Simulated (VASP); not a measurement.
Input of a VASP 6.6.1 run:

File INCAR:

```
PREC     = Accurate       # precision mode
ENCUT    = 1340           # plane-wave cutoff, eV
EDIFF    = 1E-6           # SCF threshold, eV
ISMEAR   = 0              # smearing method
SIGMA    = 0.01           # smearing width, eV
LREAL    = False          # projectors in reciprocal space
LASPH    = True           # aspherical terms in the spheres
NELM     = 120            # most SCF steps
ALGO     = Normal         # electronic algorithm
ISIF     = 2              # what is computed and relaxed
LWAVE    = False          # write WAVECAR
LCHARG   = False          # write CHGCAR
GGA      = PE             # functional
NBANDS   = 28             # bands
GGA_COMPAT= False
```

File KPOINTS:

```
Automatic mesh
0
Gamma
  6 6 6
```

Contents of POSCAR:

```
BaTiO3
1.0
    3.8677504747      0.0000000000      0.0000000000
    0.0000000000      3.8677504747      0.0000000000
    0.0000000000      0.0000000000      3.8677504747
Ba Ti O
1 1 3
Direct
    0.5000000000      0.5000000000      0.5000000000
    0.0000000000      0.0000000000      0.0000000000
    0.5000000000      0.0000000000      0.0000000000
    0.0000000000      0.5000000000      0.0000000000
    0.0000000000      0.0000000000      0.5000000000
```

Potentials or basis: VASP PAW PBE potentials, release 64 (Ba_sv, Ti_sv, O_h).

Launch:

```console
$ cat potpaw_PBE.64/Ba_sv/POTCAR potpaw_PBE.64/Ti_sv/POTCAR potpaw_PBE.64/O_h/POTCAR > POTCAR
$ mpirun -np 1 vasp_std > vasp.out
```

Q: Predict the band gap on the k mesh.

A: 1.95 eV (least direct gap 1.97 eV).

Q: Estimate the pressure.

A: 26.8 GPa.

Caveat: the cell stands under pressure; spin-orbit coupling is left out, which moves the levels of the heavy elements. A k mesh can miss the band edges.
